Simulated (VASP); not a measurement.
## BaTiO3: single point with PBE

Crystal: BaTiO3.

```
CELL_PARAMETERS angstrom
3.99980 -0.02000 -0.02000
-0.02000 3.99980 -0.02000
-0.02009 -0.02009 4.01800
ATOMIC_POSITIONS crystal
Ba 0.00000 0.00000 0.00000
Ti 0.50000 0.50000 0.50000
O 0.50000 0.50000 0.00000
O 0.50000 0.00000 0.50000
O 0.00000 0.50000 0.50000
```

This cell differs from its parent crystal: equal xy, yz and zx shear strains of -1 %.

| Quantity | Value |
| --- | --- |
| Program | VASP 6.6.1 |
| Task | single point |
| Functional | PBE |
| Potentials or basis | VASP PAW PBE potentials, release 64 (Ba_sv, Ti_sv, O) |
| Cutoff | 520 eV |
| k mesh | 7 × 7 × 7 |
| Occupations | fermi-dirac, width 0.03 eV |
| Spin | no spin polarisation |

```json
{"Pressure": "3.5 GPa", "Band gap on the k mesh": "1.75 eV (least direct gap 1.79 eV)"}
```

Stress tensor (GPa, compression positive):
```
3.77 1.26 1.25
1.26 3.77 1.25
1.25 1.25 2.89
```

Levels at points of the mesh, in eV from the valence-band top:
| k point | band 16 | band 17 | band 18 | band 19 | band 20 | band 21 | band 22 | band 23 | band 24 | band 25 |
| --- | --- | --- | --- | --- | --- | --- | --- | --- | --- | --- |
| (0.00, 0.00, 0.00) | -1.03 | -1.02 | -0.13 | -0.13 | -0.04 | 1.75 | 1.80 | 1.81 | 3.91 | 3.95 |

Run time: 3.9 min on 1 thread of Intel Xeon 8259CL (shared host), peak memory 0.3 GiB.

Caveat: the cell differs from its parent crystal (equal xy, yz and zx shear strains of -1 %); the cell stands under pressure; spin-orbit coupling is left out, which moves the levels of the heavy elements; an odd mesh through Γ misses points on the zone boundary, where band edges can lie.
